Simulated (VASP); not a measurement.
The system is LaSb2.

```
La Sb
1.0
     3.18411   -3.11183    0.00000
     3.18411    3.11183    0.00000
     0.00000    0.00000   18.86489
La Sb
4 8
Direct
  0.63523 0.36477 0.88917
  0.36477 0.63523 0.11083
  0.86477 0.13523 0.38917
  0.13523 0.86477 0.61083
  0.62898 0.37102 0.56149
  0.37102 0.62898 0.43851
  0.87102 0.12898 0.06149
  0.12898 0.87102 0.93851
  0.62166 0.87834 0.75000
  0.87834 0.62166 0.25000
  0.37834 0.12166 0.25000
  0.12166 0.37834 0.75000
```

```yaml
Program: VASP 6.6.1
Task: relaxation of cell and atoms
Functional: PBEsol
Potentials_or_basis: VASP PAW PBE potentials, release 64 (La, Sb)
Cutoff: 600 eV
k_mesh: 8 × 8 × 2
Occupations: methfessel-paxton, width 0.1 eV
Spin: no spin polarisation
```

At the start: pressure -2.5 GPa; volume 31.15 Å³/atom.

Q: How do energy, volume and symmetry change on relaxing?

A: Over 15 steps the energy falls by 15.1 meV/atom and the volume is 29.57 Å³/atom (-5.1 %); space group Cmce (No. 64, to 0.1 Å) before and after.

Step by step:
```
step  energy change (eV)  largest force (eV/Å)  pressure (GPa)  volume (Å³)
   1              0.0000                0.2068           -2.53       373.84
   2             -0.0927                0.3534            1.84       347.86
   3             -0.1411                0.2978            0.09       357.10
   4             -0.1619                0.1343            0.05       356.26
   5             -0.1687                0.1172            0.03       355.40
   6             -0.1760                0.0938           -0.03       355.40
   7             -0.1773                0.0783           -0.07       355.40
   8             -0.1803                0.0343            0.07       354.58
   9             -0.1808                0.0185            0.14       354.13
  10             -0.1810                0.0170           -0.14       355.60
  11             -0.1815                0.0107           -0.01       354.93
  12             -0.1815                0.0107           -0.01       354.95
  13             -0.1813                0.0127           -0.07       355.27
  14             -0.1815                0.0107           -0.02       354.96
  15             -0.1815                0.0086           -0.01       354.89
```

Final structure:
```xyz
12
Lattice="3.1439 -3.0943 0.0000 3.1439 3.0943 0.0000 0.0000 0.0000 18.2404" Properties=species:S:1:pos:R:3 pbc="T T T"
La    3.1439   -0.8387   16.2514
La    3.1439    0.8387    1.9890
La    3.1439   -2.2556    7.1312
La    3.1439    2.2556   11.1091
Sb    3.1439   -0.8154   10.2856
Sb    3.1439    0.8154    7.9548
Sb    3.1439   -2.2789    1.1654
Sb    3.1439    2.2789   17.0749
Sb    4.7158    0.7943   13.6803
Sb    4.7158   -0.7943    4.5601
Sb    1.5719   -0.7943    4.5601
Sb    1.5719    0.7943   13.6803
```

Caveat: the PAW data sets were made with another functional, which shifts forces and pressure a little.
